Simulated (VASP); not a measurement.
# Be (P6_3/mmc) in VASP: notebook, part 2 of 2

VASP 6.6.1. Earlier steps stand in the parts before.

**3. Single point, PBEsol**

This run uses another cell than the first one, of 8.11 Å³/atom.

INCAR reads:

```
PREC = Accurate
ENCUT = 520
EDIFF = 1E-6
ISMEAR = 0
SIGMA = 0.1
LREAL = F
LASPH = T
NELM = 80
ALGO = Normal
ISIF = 2
LWAVE = F
LCHARG = F
GGA = PS
NBANDS = 9
```

KPOINTS reads:

```
Automatic mesh
0
Gamma
  9 9 6
```

POSCAR reads:

```
Be
1.0
    2.2853000000      0.0000000000      0.0000000000
   -1.1426500000      1.9791278553      0.0000000000
    0.0000000000      0.0000000000      3.5842000000
Be
2
Direct
    0.3333333333      0.6666666667      0.2500000000
    0.6666666667      0.3333333333      0.7500000000
```

Potentials or basis: VASP PAW PBE potentials, release 64 (Be).

The run is started by

```bash
$ cat potpaw_PBE.64/Be/POTCAR > POTCAR
$ mpirun -np 1 vasp_std > vasp.out
```

OUTCAR:

```text
PREC = Accurate
   ENCUT = 520
   EDIFF = 1E-6
   ISMEAR = 0
   LREAL = F
   LASPH = T
   NELM = 80
   ISIF = 2
   GGA = PS

 ion  position               nearest neighbor table
   1  0.333  0.667  0.250-   2 2.23   2 2.23   2 2.23   2 2.23   2 2.23   2 2.23
   2  0.667  0.333  0.750-   1 2.23   1 2.23   1 2.23   1 2.23   1 2.23   1 2.23

  LATTYP: Found a hexagonal cell.
 ALAT       =     2.2853000000
 C/A-ratio  =     1.5683717674

  Lattice vectors:

 A1 = (   2.2853000000,   0.0000000000,   0.0000000000)
 A2 = (  -1.1426500000,   1.9791278553,   0.0000000000)
 A3 = (   0.0000000000,   0.0000000000,   3.5842000000)

Analysis of symmetry for initial positions (statically):
=====================================================================
 Subroutine PRICEL returns:
 Original cell was already a primitive cell.

 Routine SETGRP: Setting up the symmetry group for a
 hexagonal supercell.

 Subroutine GETGRP returns: Found 24 space group operations
 (whereof 12 operations were pure point group operations)
 out of a pool of 24 trial point group operations.

The static configuration has the point symmetry D_3d.
 The point group associated with its full space group is D_6h.

Analysis of symmetry for dynamics (positions and initial velocities):
=====================================================================
 Subroutine PRICEL returns:
 Original cell was already a primitive cell.

 Routine SETGRP: Setting up the symmetry group for a
 hexagonal supercell.

 Subroutine GETGRP returns: Found 24 space group operations
 (whereof 12 operations were pure point group operations)
 out of a pool of 24 trial point group operations.

The dynamic configuration has the point symmetry D_3d.
 The point group associated with its full space group is D_6h.

 Subroutine INISYM returns: Found 24 space group operations
 (whereof 12 operations are pure point group operations),
 and found     1 'primitive' translations

----------------------------------------------------------------------------------------

                                     Primitive cell

  volume of cell :      16.2110

  direct lattice vectors                    reciprocal lattice vectors
     2.285300000  0.000000000  0.000000000     0.437579311  0.252636533  0.000000000
    -1.142650000  1.979127855  0.000000000     0.000000000  0.505273066  0.000000000
     0.000000000  0.000000000  3.584200000     0.000000000  0.000000000  0.279002288

  length of vectors
     2.285300000  2.285300000  3.584200000     0.505273066  0.505273066  0.279002288

  position of ions in fractional coordinates (direct lattice)
     0.333333333  0.666666667  0.250000000
     0.666666667  0.333333333  0.750000000

  ion indices of the primitive-cell ions
   primitive index   ion index
                 1           1
                 2           2

----------------------------------------------------------------------------------------

 KPOINTS: Automatic mesh

Automatic generation of k-mesh.
 Grid dimensions read from file:
 generate k-points for:    9    9    6

[... 21 lines left out ...]
  0.111111  0.000000  0.000000      6.000000
  0.222222  0.000000  0.000000      6.000000
  0.333333  0.000000  0.000000      6.000000
  0.444444  0.000000  0.000000      6.000000
  0.111111  0.111111  0.000000      6.000000
[... 16 lines left out ...]
  0.333333  0.222222  0.166667     24.000000
  0.333333  0.333333  0.166667      4.000000
 [... further k-points ...]
   k-points           NKPTS =     48   k-points in BZ     NKDIM =     48   number of bands    NBANDS=      9
   number of dos      NEDOS =    301   number of ions     NIONS =      2
   total plane-waves  NPLWV =   9072
   dimension x,y,z NGX =    18 NGY =   18 NGZ =   28
   dimension x,y,z NGXF=    36 NGYF=   36 NGZF=   56
   ions per type =               2
   NGX,Y,Z   is equivalent  to a cutoff of  13.09, 13.09, 12.99 a.u.
   NGXF,Y,Z  is equivalent  to a cutoff of  26.19, 26.19, 25.97 a.u.
 SYSTEM =  unknown system
   PREC   = accura    normal or accurate (medium, high low for compatibility)
   ISTART =      0    job   : 0-new  1-cont  2-samecut
   ICHARG =      2    charge: 1-file 2-atom 10-const
   ISPIN  =      1    spin polarized calculation?
   LNONCOLLINEAR =      F non collinear calculations
   LSORBIT =      F    spin-orbit coupling
   LASPH  =      T    aspherical Exc in radial PAW
   ENCUT  =  520.0 eV  38.22 Ry    6.18 a.u.   4.25  4.25  6.66*2*pi/ulx,y,z
   NELM   =     80;   NELMIN=  2; NELMDL= -5     # of ELM steps
   EDIFF  = 0.1E-05   stopping-criterion for ELM
   LREAL  =      F    real-space projection
   EDIFFG = 0.1E-04   stopping-criterion for IOM
   NSW    =      0    number of steps for IOM
   IBRION =     -1    ionic relax: 0-MD 1-quasi-New 2-CG
   NFREE  =      0    steps in history (QN), initial steepest desc. (CG)
   ISIF   =      2    stress and relaxation
   ISYM   =      2    0-nonsym 1-usesym 2-fastsym
   POTIM  = 0.5000    time-step for ionic-motion
   TEBEG  =    0.0;   TEEND  =   0.0 temperature during run
   PSTRESS=    0.0 pullay stress
   NELECT =       4.0000    total number of electrons
   NUPDOWN=      -1.0000    fix difference up-down
   EMIN   =  10.00;   EMAX   =-10.00  energy-range for DOS
   EFERMI =   0.00;   METHOD = LEGACY
   ISMEAR =     0;   SIGMA  =   0.10  broadening in eV -4-tet -1-fermi 0-gaus
   EFERMI_NEDOS =   21; number of points for ismear=-14 and -15
   IALGO  =     38    algorithm
   IMIX   =      4    mixing-type and parameters
     AMIX     =   0.40;   BMIX     =  1.00
     AMIX_MAG =   1.60;   BMIX_MAG =  1.00
  volume/ion in A,a.u.               =       8.11        54.70
  Fermi-wavevector in a.u.,A,eV,Ry     =   1.026814  1.940397 14.345258  1.054347
  Thomas-Fermi vector in A             =   2.160726
   LORBIT       =      0    0 simple, 1 ext, 2 COOP (PROOUT), +10 PAW based schemes
   GGA     = PS    functional components
   LHFCALC =     F    Hartree Fock is set to
   AEXX    =    0.0000 exact exchange contribution
   IVDW    =     0    specifies the selected vdW correction
   LEPSILON=     F    determine dielectric tensor
   LRPA    =     F    only Hartree local field effects (RPA)
 non-spin polarized calculation
 Gauss-broadening in eV      SIGMA  =   0.10
  energy-cutoff  :      520.00
  volume of cell :       16.21
 maximum number of plane-waves:       451
 NGX is ok and might be reduce to    18
   NGX =  9   NGY =  9   NGZ = 13

 number of electron       4.0000000 magnetization

 Free energy of the ion-electron system (eV)
  ---------------------------------------------------
  ext. energy  EPLUGINS =         0.00000000
  ---------------------------------------------------
  free energy    TOTEN  =        -8.00746569 eV

  energy without entropy =       -8.00673476  energy(sigma->0) =       -8.00710023

 E-fermi :   6.5049     XC(G=0): -10.5265

 val. band max:        6.3371365964   @ k =   0.3333   0.1111   0.0000
 cond. band min:       6.5319317134   @ k =   0.3333   0.0000   0.0000
 fundamental gap:      0.1947951170
 Fermi energy:         6.5048789489

 k-point     1 :       0.0000    0.0000    0.0000
  band No.  band energies     occupation
      1      -4.3936      2.00000
      2       2.4795      2.00000
      3       7.9247      0.00000
      4      22.4196      0.00000
      5      22.4196      0.00000
      6      25.2370      0.00000
      7      25.2370      0.00000
      8      27.4131      0.00000
      9      33.4480      0.00000
[... 265 lines left out ...]
 k-point    24 :       0.3333    0.3333    0.1667
  band No.  band energies     occupation
      1       4.6661      2.00000
      2       5.7603      2.00000
      3       5.7603      2.00000
      4      11.7946      0.00000
      5      13.2562      0.00000
      6      13.2562      0.00000
      7      21.0236      0.00000
      8      21.0236      0.00000
      9      21.1885      0.00000

 [... further k-points ...]

------------------------ aborting loop because EDIFF is reached ----------------------------------------

  FORCE on cell =-STRESS in cart. coord.  units (eV):
  Direction    XX          YY          ZZ          XY          YZ          ZX
  --------------------------------------------------------------------------------------
  -------------------------------------------------------------------------------------
  Total       -0.2928209     -0.2928209     -0.5150503      0.0000000      0.0000000      0.0000000
  in kB      -28.9403209    -28.9403209    -50.9038835      0.0000000      0.0000000      0.0000000
  external PRESSURE =     -36.2615084 kB  Pullay stress =       0.0000000 kB

 VOLUME and BASIS-vectors are now :
 -----------------------------------------------------------------------------
  energy-cutoff  :      520.00
  volume of cell :       16.21
      direct lattice vectors                 reciprocal lattice vectors
     2.285300000  0.000000000  0.000000000     0.437579311  0.252636533  0.000000000
    -1.142650000  1.979127855  0.000000000     0.000000000  0.505273066  0.000000000
     0.000000000  0.000000000  3.584200000     0.000000000  0.000000000  0.279002288

 POSITION                                       TOTAL-FORCE (eV/Angst)
 -----------------------------------------------------------------------------------
     -0.00000      1.31942      0.89605         0.000000      0.000000      0.000000
      1.14265      0.65971      2.68815        -0.000000     -0.000000      0.000000
 -----------------------------------------------------------------------------------
    total drift:                                0.000000     -0.000000      0.000000

  FREE ENERGIE OF THE ION-ELECTRON SYSTEM (eV)
  ---------------------------------------------------
  free  energy   TOTEN  =        -8.0074656903 eV

  energy  without entropy=       -8.0067347597  energy(sigma->0) =       -8.00710023
```

OSZICAR:

```text
N       E                     dE             d eps       ncg     rms          rms(c)
DAV:   1    -0.368183466269E+01   -0.36818E+01   -0.18124E+03   864   0.364E+02
DAV:   2    -0.799346721601E+01   -0.43116E+01   -0.42581E+01  1249   0.519E+01
DAV:   3    -0.803846198270E+01   -0.44995E-01   -0.44951E-01   974   0.359E+00
DAV:   4    -0.803852688371E+01   -0.64901E-04   -0.64900E-04  1078   0.142E-01
DAV:   5    -0.803852692026E+01   -0.36557E-07   -0.36557E-07   945   0.327E-03    0.122E+00
DAV:   6    -0.801679476268E+01    0.21732E-01   -0.21754E-03   930   0.442E-01    0.739E-01
DAV:   7    -0.800746654595E+01    0.93282E-02   -0.31967E-03   922   0.463E-01    0.124E-02
DAV:   8    -0.800746504518E+01    0.15008E-05   -0.14531E-05   947   0.261E-02    0.537E-03
DAV:   9    -0.800746569035E+01   -0.64517E-06   -0.40855E-07   839   0.449E-03
   1 F= -.80074657E+01 E0= -.80071002E+01  d E =-.730931E-03
```

stdout:

```text
POSCAR found type information on POSCAR Be
 POSCAR found :  1 types and       2 ions
 scaLAPACK will be used
 -----------------------------------------------------------------------------
|                                                                             |
|                                                                             |
|     You enforced a specific xc type in the INCAR file but a different       |
|     I HOPE YOU KNOW WHAT YOU ARE DOING!                                     |
|                                                                             |
 -----------------------------------------------------------------------------

 LDA part: xc-table for (Slater+PW92), standard interpolation
 POSCAR, INCAR and KPOINTS ok, starting setup
 FFT: planning ... GRIDC
 FFT: planning ... GRID_SOFT
 FFT: planning ... GRID
 WAVECAR not read
 entering main loop
```

It took 4.3 s on 1 thread of Intel Xeon Platinum 8488C (Sapphire Rapids), shared host; peak memory 0.12 GiB.

What came out:

```
Free energy            : -8.0075 eV
Pressure               : -3.6 GPa
Band gap on the k mesh : zero (bands 2 and 3 overlap by 2.15 eV)
```

Stress tensor (GPa, compression positive):
```
-2.89  0.00  0.00
 0.00 -2.89  0.00
 0.00  0.00 -5.09
```

Levels at points of the mesh, in eV from the Fermi level:
```
           k point  band 1  band 2  band 3  band 4  band 5
(0.00, 0.00, 0.00)  -10.90   -4.03    1.42   15.91   15.91
(0.00, 0.00, 0.50)   -8.75   -8.75   10.93   10.93   17.55
```

Caveat: the cell stands under tension; the PAW data sets were made with another functional, which shifts forces and pressure a little.

The gap in the log of VASP goes by the Fermi energy; the results here count the filled bands.